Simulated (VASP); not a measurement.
# SrTiO3 (Pm-3m) in VASP: notebook

SrTiO3 is run at these levels: PBE, r2SCAN, PBE+U; tasks: single point, relaxation of cell and atoms.

Program: VASP 6.6.1. These are calculated values, not measurements. Logs are shortened: lines on timing, memory, paths and dates and some standing lists are left out, and cuts for length are marked.

## Step 1: The cell of the first run

It takes space group Pm-3m (No. 221, cubic). The conventional cell has a = 3.936 Å, b = 3.936 Å, c = 3.936 Å, α = 90.00°, β = 90.00°, γ = 90.00°. Within 3.7 Å of Sr (site symmetry m-3m) lie 12 O at 2.78 Å and 8 Ti at 3.41 Å. Ti (site symmetry m-3m) has 6 O at 1.97 Å within 2.6 Å. Within 2.6 Å of O (site symmetry 4/mmm) lie 2 Ti at 1.97 Å. Within 2.6 Å of O (site symmetry 4/mmm) lie 2 Ti at 1.97 Å.

## Step 2: Single point, PBE

File INCAR:

```
PREC = Accurate
ENCUT = 520
EDIFF = 1E-6
ISMEAR = 0
SIGMA = 0.1
LREAL = False
LASPH = True
NELM = 80
ALGO = Normal
ISIF = 2
LWAVE = False
LCHARG = False
GGA = PE
NBANDS = 51
```

File KPOINTS:

```
regular mesh
0
Gamma
  4 4 2
```

File POSCAR:

```
SrTiO3
1.0
    0.0000000000      3.9364873115      0.0000000000
    0.0000000000      0.0000000000      3.9364873115
    7.8729746230      0.0000000000      0.0000000000
Sr Ti O
2 2 6
Direct
    0.0000000000      0.0000000000      0.0000000000
    0.0000000000      0.0000000000      0.5000000000
    0.5000000000      0.5000000000      0.2500000000
    0.5000000000      0.5000000000      0.7500000000
    0.5000000000      0.5000000000      0.0000000000
    0.5000000000      0.5000000000      0.5000000000
    0.0000000000      0.5000000000      0.2500000000
    0.0000000000      0.5000000000      0.7500000000
    0.5000000000      0.0000000000      0.2500000000
    0.5000000000      0.0000000000      0.7500000000
```

Potentials or basis: VASP PAW PBE potentials, release 64 (Sr_sv, Ti_sv, O).

Run with:

```bash
cat potpaw_PBE.64/Sr_sv/POTCAR potpaw_PBE.64/Ti_sv/POTCAR potpaw_PBE.64/O/POTCAR > POTCAR
mpirun -np 1 vasp_std > vasp.out
```

OUTCAR:

```text
PREC = Accurate
   ENCUT = 520
   EDIFF = 1E-6
   ISMEAR = 0
   LREAL = False
   LASPH = True
   NELM = 80
   ISIF = 2
   GGA = PE

 ion  position               nearest neighbor table
   1  0.000  0.000  0.000-   5 2.78   7 2.78   8 2.78   9 2.78  10 2.78   5 2.78   7 2.78   8 2.78
                             5 2.78   9 2.78  10 2.78   5 2.78   3 3.41   4 3.41   4 3.41   4 3.41
   2  0.000  0.000  0.500-   6 2.78   7 2.78   8 2.78   9 2.78  10 2.78   6 2.78   7 2.78   8 2.78
                             6 2.78   9 2.78  10 2.78   6 2.78   3 3.41   4 3.41   4 3.41   4 3.41
   3  0.500  0.500  0.250-   5 1.97   6 1.97   7 1.97   9 1.97   9 1.97   7 1.97   1 3.41   2 3.41
                             1 3.41   1 3.41   2 3.41   2 3.41   1 3.41   2 3.41
   4  0.500  0.500  0.750-   5 1.97   6 1.97   8 1.97  10 1.97  10 1.97   8 1.97   1 3.41   2 3.41
                             1 3.41   1 3.41   2 3.41   2 3.41   1 3.41   2 3.41
   5  0.500  0.500  0.000-   3 1.97   4 1.97   1 2.78   1 2.78   1 2.78   1 2.78
   6  0.500  0.500  0.500-   3 1.97   4 1.97   2 2.78   2 2.78   2 2.78   2 2.78
   7  0.000  0.500  0.250-   3 1.97   3 1.97   1 2.78   1 2.78   2 2.78   2 2.78
   8  0.000  0.500  0.750-   4 1.97   4 1.97   1 2.78   1 2.78   2 2.78   2 2.78
   9  0.500  0.000  0.250-   3 1.97   3 1.97   1 2.78   2 2.78   1 2.78   2 2.78
  10  0.500  0.000  0.750-   4 1.97   4 1.97   1 2.78   2 2.78   1 2.78   2 2.78

  LATTYP: Found a simple tetragonal cell.
 ALAT       =     3.9364873115
 C/A-ratio  =     2.0000000000

  Lattice vectors:

 A1 = (   0.0000000000,   3.9364873115,   0.0000000000)
 A2 = (   0.0000000000,   0.0000000000,   3.9364873115)
 A3 = (   7.8729746230,   0.0000000000,   0.0000000000)

Analysis of symmetry for initial positions (statically):
=====================================================================
 Subroutine PRICEL returns following result:

  LATTYP: Found a simple cubic cell.
 ALAT       =     3.9364873115

  Lattice vectors:

 A1 = (   0.0000000000,   3.9364873115,   0.0000000000)
 A2 = (   0.0000000000,   0.0000000000,   3.9364873115)
 A3 = (   3.9364873115,   0.0000000000,   0.0000000000)

   2 primitive cells build up your supercell.

 Routine SETGRP: Setting up the symmetry group for a
 simple tetragonal supercell.

 Subroutine GETGRP returns: Found 16 space group operations
 (whereof 16 operations were pure point group operations)
 out of a pool of 16 trial point group operations.

The static configuration has the point symmetry D_4h.

Analysis of symmetry for dynamics (positions and initial velocities):
=====================================================================
 Subroutine PRICEL returns following result:

  LATTYP: Found a simple cubic cell.
 ALAT       =     3.9364873115

  Lattice vectors:

 A1 = (   0.0000000000,   3.9364873115,   0.0000000000)
 A2 = (   0.0000000000,   0.0000000000,   3.9364873115)
 A3 = (   3.9364873115,   0.0000000000,   0.0000000000)

   2 primitive cells build up your supercell.

 Routine SETGRP: Setting up the symmetry group for a
 simple tetragonal supercell.

 Subroutine GETGRP returns: Found 16 space group operations
 (whereof 16 operations were pure point group operations)
 out of a pool of 16 trial point group operations.

The dynamic configuration has the point symmetry D_4h.

 Subroutine INISYM returns: Found 16 space group operations
 (whereof 16 operations are pure point group operations),
 and found     2 'primitive' translations

----------------------------------------------------------------------------------------

                                     Primitive cell

  volume of cell :      60.9995

  direct lattice vectors                    reciprocal lattice vectors
     0.000000000  3.936487312  0.000000000     0.000000000  0.254033589  0.000000000
     0.000000000  0.000000000  3.936487312     0.000000000  0.000000000  0.254033589
     3.936487312  0.000000000  0.000000000     0.254033589  0.000000000  0.000000000

  length of vectors
     3.936487312  3.936487312  3.936487312     0.254033589  0.254033589  0.254033589

  position of ions in fractional coordinates (direct lattice)
     0.000000000  0.000000000  0.000000000
     0.500000000  0.500000000  0.500000000
     0.500000000  0.500000000  0.000000000
     0.000000000  0.500000000  0.500000000
     0.500000000  0.000000000  0.500000000

  ion indices of the primitive-cell ions
   primitive index   ion index
                 1           1
                 2           3
                 3           5
                 4           7
                 5           9

----------------------------------------------------------------------------------------

 KPOINTS: regular mesh

Automatic generation of k-mesh.
 Grid dimensions read from file:
 generate k-points for:    4    4    2

 Generating k-lattice:

  Cartesian coordinates                     Fractional coordinates (reciprocal lattice)
     0.000000000  0.063508397  0.000000000     0.250000000  0.000000000  0.000000000
     0.000000000  0.000000000  0.063508397     0.000000000  0.250000000  0.000000000
     0.063508397  0.000000000  0.000000000     0.000000000  0.000000000  0.500000000

  Length of vectors
     0.063508397  0.063508397  0.063508397

  Shift w.r.t. Gamma in fractional coordinates (k-lattice)
     0.000000000  0.000000000  0.000000000

 Subroutine IBZKPT returns following result:
 ===========================================

 Found     12 irreducible k-points:

 Following reciprocal coordinates:
            Coordinates               Weight
  0.000000  0.000000  0.000000      1.000000
  0.250000  0.000000  0.000000      4.000000
  0.500000  0.000000  0.000000      2.000000
  0.250000  0.250000  0.000000      4.000000
  0.500000  0.250000  0.000000      4.000000
  0.500000  0.500000  0.000000      1.000000
  0.000000  0.000000  0.500000      1.000000
  0.250000  0.000000  0.500000      4.000000
  0.500000  0.000000  0.500000      2.000000
  0.250000  0.250000  0.500000      4.000000
  0.500000  0.250000  0.500000      4.000000
  0.500000  0.500000  0.500000      1.000000
   k-points           NKPTS =     12   k-points in BZ     NKDIM =     12   number of bands    NBANDS=     51
   number of dos      NEDOS =    301   number of ions     NIONS =     10
   total plane-waves  NPLWV =  54000
   dimension x,y,z NGX =    30 NGY =   30 NGZ =   60
   dimension x,y,z NGXF=    60 NGYF=   60 NGZF=  120
   ions per type =               2   2   6
   NGX,Y,Z   is equivalent  to a cutoff of  12.67, 12.67, 12.67 a.u.
   NGXF,Y,Z  is equivalent  to a cutoff of  25.34, 25.34, 25.34 a.u.
 SYSTEM =  unknown system
   PREC   = accura    normal or accurate (medium, high low for compatibility)
   ISTART =      0    job   : 0-new  1-cont  2-samecut
   ICHARG =      2    charge: 1-file 2-atom 10-const
   ISPIN  =      1    spin polarized calculation?
   LNONCOLLINEAR =      F non collinear calculations
   LSORBIT =      F    spin-orbit coupling
   LASPH  =      T    aspherical Exc in radial PAW
   ENCUT  =  520.0 eV  38.22 Ry    6.18 a.u.   7.32  7.32 14.64*2*pi/ulx,y,z
   NELM   =     80;   NELMIN=  2; NELMDL= -5     # of ELM steps
   EDIFF  = 0.1E-05   stopping-criterion for ELM
   LREAL  =      F    real-space projection
[... 7 lines left out ...]
   TEBEG  =    0.0;   TEEND  =   0.0 temperature during run
   PSTRESS=    0.0 pullay stress
   NELECT =      80.0000    total number of electrons
   NUPDOWN=      -1.0000    fix difference up-down
   EMIN   =  10.00;   EMAX   =-10.00  energy-range for DOS
   EFERMI =   0.00;   METHOD = LEGACY
   ISMEAR =     0;   SIGMA  =   0.10  broadening in eV -4-tet -1-fermi 0-gaus
   EFERMI_NEDOS =   21; number of points for ismear=-14 and -15
   IALGO  =     38    algorithm
   IMIX   =      4    mixing-type and parameters
     AMIX     =   0.40;   BMIX     =  1.00
     AMIX_MAG =   1.60;   BMIX_MAG =  1.00
  volume/ion in A,a.u.               =      12.20        82.33
  Fermi-wavevector in a.u.,A,eV,Ry     =   1.422283  2.687725 27.523069  2.022888
  Thomas-Fermi vector in A             =   2.543003
   LORBIT       =      0    0 simple, 1 ext, 2 COOP (PROOUT), +10 PAW based schemes
   GGA     = PE    functional components
   LHFCALC =     F    Hartree Fock is set to
   AEXX    =    0.0000 exact exchange contribution
   IVDW    =     0    specifies the selected vdW correction
   LEPSILON=     F    determine dielectric tensor
   LRPA    =     F    only Hartree local field effects (RPA)
 non-spin polarized calculation
 Gauss-broadening in eV      SIGMA  =   0.10
  energy-cutoff  :      520.00
  volume of cell :      122.00
 maximum number of plane-waves:      3342
 NGX is ok and might be reduce to    30

 number of electron      79.9999980 magnetization

 Free energy of the ion-electron system (eV)
  ---------------------------------------------------
  ext. energy  EPLUGINS =         0.00000000
  ---------------------------------------------------
  free energy    TOTEN  =       -80.17162111 eV

  energy without entropy =      -80.17162111  energy(sigma->0) =      -80.17162111

 E-fermi :   4.5067     XC(G=0): -11.1442

 val. band max:        3.9747459883   @ k =   0.5000   0.5000   0.0000
 cond. band min:       5.7663481201   @ k =   0.0000   0.0000   0.0000
 fundamental gap:      1.7916021318
 Fermi energy:         4.5066653673

 k-point     1 :       0.0000    0.0000    0.0000
  band No.  band energies     occupation
      1     -52.6150      2.00000
      2     -52.6136      2.00000
      3     -28.9933      2.00000
      4     -28.8935      2.00000
      5     -28.8447      2.00000
      6     -28.8447      2.00000
[... 43 lines left out ...]
     50       9.3485      0.00000
     51       9.3485      0.00000
[... 592 lines left out ...]
     50      11.4440      0.00000
     51      11.8958      0.00000

------------------------ aborting loop because EDIFF is reached ----------------------------------------

  FORCE on cell =-STRESS in cart. coord.  units (eV):
  Direction    XX          YY          ZZ          XY          YZ          ZX
  --------------------------------------------------------------------------------------
  -------------------------------------------------------------------------------------
  Total        0.5060918      0.5062672      0.5062672      0.0000000      0.0000000      0.0000000
  in kB        6.6463522      6.6486554      6.6486554      0.0000000      0.0000000      0.0000000
  external PRESSURE =       6.6478876 kB  Pullay stress =       0.0000000 kB

 VOLUME and BASIS-vectors are now :
 -----------------------------------------------------------------------------
  energy-cutoff  :      520.00
  volume of cell :      122.00
      direct lattice vectors                 reciprocal lattice vectors
     0.000000000  3.936487312  0.000000000     0.000000000  0.254033589  0.000000000
     0.000000000  0.000000000  3.936487312     0.000000000  0.000000000  0.254033589
     7.872974623  0.000000000  0.000000000     0.127016795  0.000000000  0.000000000

 POSITION                                       TOTAL-FORCE (eV/Angst)
 -----------------------------------------------------------------------------------
      0.00000      0.00000      0.00000        -0.000000     -0.000000     -0.000000
      3.93649      0.00000      0.00000        -0.000000     -0.000000     -0.000000
      1.96824      1.96824      1.96824         0.000000      0.000000      0.000000
      5.90473      1.96824      1.96824         0.000000     -0.000000     -0.000000
      0.00000      1.96824      1.96824        -0.000000      0.000000      0.000000
      3.93649      1.96824      1.96824        -0.000000     -0.000000     -0.000000
      1.96824      0.00000      1.96824        -0.000000     -0.000000     -0.000000
      5.90473      0.00000      1.96824         0.000000     -0.000000     -0.000000
      1.96824      1.96824      0.00000        -0.000000     -0.000000     -0.000000
      5.90473      1.96824      0.00000        -0.000000     -0.000000     -0.000000
 -----------------------------------------------------------------------------------
    total drift:                                0.000000      0.000000      0.000000

  FREE ENERGIE OF THE ION-ELECTRON SYSTEM (eV)
  ---------------------------------------------------
  free  energy   TOTEN  =       -80.1716211138 eV

  energy  without entropy=      -80.1716211138  energy(sigma->0) =      -80.17162111
```

Run time: 54 s. Hardware: 1 thread of Intel Xeon 6975P-C (Granite Rapids), shared host; peak memory 0.25 GiB.

What came out:

```yaml
Free_energy: -80.1716 eV
Pressure: 0.7 GPa
Band_gap_on_the_k_mesh: 1.79 eV
```

## Step 3: Single point, r2SCAN

This run uses another cell than the first one: it holds 5 atoms, not 10.

File POSCAR:

```
SrTiO3
1.0
    3.9364873115      0.0000000000      0.0000000000
    0.0000000000      3.9364873115      0.0000000000
    0.0000000000      0.0000000000      3.9364873115
Sr Ti O
1 1 3
Direct
    0.0000000000      0.0000000000      0.0000000000
    0.5000000000      0.5000000000      0.5000000000
    0.0000000000      0.5000000000      0.5000000000
    0.5000000000      0.0000000000      0.5000000000
    0.5000000000      0.5000000000      0.0000000000
```

File INCAR.step1:

```
PREC = Accurate
ENCUT = 520
ISMEAR = 0
SIGMA = 0.02
LREAL = False
LASPH = True
NELM = 100
NBANDS = 28
GGA = PE
ALGO = Normal
EDIFF = 1E-4
LWAVE = True
LCHARG = False
```

File INCAR.step2:

```
PREC = Accurate
ENCUT = 520
EDIFF = 1E-7
ISMEAR = 0
SIGMA = 0.02
LREAL = False
LASPH = True
NELM = 100
ALGO = Normal
ISIF = 2
LWAVE = False
LCHARG = False
METAGGA = R2SCAN
LMIXTAU = True
NBANDS = 28
ISTART = 1
```

File KPOINTS:

```
regular mesh
0
Gamma
  8 8 8
```

Potentials or basis: VASP PAW PBE potentials, release 64 (Sr_sv, Ti_sv, O).

Run with:

```bash
cat potpaw_PBE.64/Sr_sv/POTCAR potpaw_PBE.64/Ti_sv/POTCAR potpaw_PBE.64/O/POTCAR > POTCAR
cp INCAR.step1 INCAR
mpirun -np 1 vasp_std > vasp.out
cp INCAR.step2 INCAR
mpirun -np 1 vasp_std > vasp.out
```

It took 2.3 min on 1 thread of Intel Xeon 6975P-C (Granite Rapids), shared host; peak memory 0.21 GiB.

The run converged. Its results:

| Quantity | Value |
| --- | --- |
| Free energy | -63.3214 eV |
| Pressure | -3.2 GPa |
| Band gap on the k mesh | 2.22 eV (least direct gap 2.62 eV) |

Levels at points of the mesh, in eV from the valence-band top:
```
           k point  band 18  band 19  band 20  band 21  band 22  band 23
(0.00, 0.00, 0.00)    -0.40    -0.40    -0.40     2.22     2.22     2.22
(0.50, 0.00, 0.00)    -1.93    -0.77    -0.77     2.37     4.05     4.05
(0.50, 0.50, 0.00)    -1.58    -1.58    -0.09     4.05     4.05     4.53
(0.50, 0.50, 0.50)     0.00     0.00     0.00     4.72     4.72     4.72
```

Caveat: the cell stands under tension; the PAW data sets were made with another functional, which shifts forces and pressure a little. r2SCAN opens gaps a little over a GGA but as a rule still falls short of measured ones.

## Step 4: Single point, PBE+U

This run uses another cell than the first one: it holds 5 atoms, not 10.

File INCAR:

```
ALGO = Normal
EDIFF = 1E-7
ENCUT = 520
GGA = PE
ISIF = 2
ISMEAR = 0
LASPH = True
LCHARG = False
LDAU = True
LDAUJ = 0 0 0
LDAUL = -1 2 -1
LDAUPRINT = 1
LDAUTYPE = 2
LDAUU = 0 4 0
LMAXMIX = 4
LREAL = False
LWAVE = False
NBANDS = 28
NELM = 150
PREC = Accurate
SIGMA = 0.02
```

File KPOINTS:

```
k-points
0
Gamma
  8 8 8
```

POSCAR is that of step 3.

Run with:

```bash
cat potpaw_PBE.64/Sr_sv/POTCAR potpaw_PBE.64/Ti_sv/POTCAR potpaw_PBE.64/O/POTCAR > POTCAR
mpirun -np 1 vasp_std > vasp.out
```

Run time: 31 s. Hardware: 1 thread of Intel Xeon 6975P-C (Granite Rapids), shared host; peak memory 0.2 GiB.

The run converged. Its results:

```yaml
Free_energy: -37.3935 eV
Pressure: 4.2 GPa
Band_gap_on_the_k_mesh: 2.33 eV (least direct gap 2.76 eV)
```

Levels at points of the mesh, in eV from the valence-band top:
| k point | band 16 | band 17 | band 18 | band 19 | band 20 | band 21 | band 22 | band 23 | band 24 | band 25 |
| --- | --- | --- | --- | --- | --- | --- | --- | --- | --- | --- |
| (0.00, 0.00, 0.00) | -1.14 | -1.14 | -0.43 | -0.43 | -0.43 | 2.33 | 2.33 | 2.33 | 4.17 | 4.17 |
| (0.50, 0.00, 0.00) | -2.20 | -2.20 | -1.93 | -0.80 | -0.80 | 2.52 | 4.13 | 4.13 | 4.18 | 6.23 |
| (0.50, 0.50, 0.00) | -2.68 | -1.90 | -1.57 | -1.57 | -0.09 | 4.14 | 4.14 | 4.60 | 5.06 | 7.74 |
| (0.50, 0.50, 0.50) | -3.58 | -3.58 | 0.00 | 0.00 | 0.00 | 4.81 | 4.81 | 4.81 | 6.79 | 6.79 |

Eigenvalues of the final occupation matrices:
```csv
site,spin,trace,eigenvalues
site 2 d,1,0.81,0.10 0.10 0.10 0.25 0.25
site 2 d,2,0.81,0.10 0.10 0.10 0.25 0.25
```

Caveat: the cell stands under pressure.

(Continued in part 2 of 2.)
